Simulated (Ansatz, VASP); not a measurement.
## SiW: VASP beside Ansatz

```
W Si
1.0
     0.00000    2.05726    2.05726
     2.05726    0.00000    2.05726
     2.05726    2.05726    0.00000
W Si
1 1
Direct
  0.00000 0.00000 0.00000
  0.25000 0.25000 0.25000
```

Change from the starting cell: volume scaled by 0.4, crystal datasets.

Alike in both runs: task single point; functional PBE; k mesh 11 × 11 × 11; occupations fermi-dirac, width 0.08 eV; no spin polarisation.

|  | VASP | Ansatz |
| --- | --- | --- |
| version | VASP 6.6.1 | Ansatz 0.2.0 |
| potentials or method | VASP PAW PBE potentials, release 64 (W_sv, Si), cutoff 520 eV | all-electron PAW with datasets made for the crystal, scalar-relativistic |

Ansatz gave:

* pressure (GPa): 532.6

**Question.** Which values does VASP return?

**Answer.** Pressure (GPa): 542.1.

Both programs put the cell under a high pressure, so it lies far from rest at this level. Ansatz ran all-electron here, and VASP with PAW potentials.

Spin-orbit coupling is off throughout. Noted on VASP's run: the cell as given lies far from equilibrium.
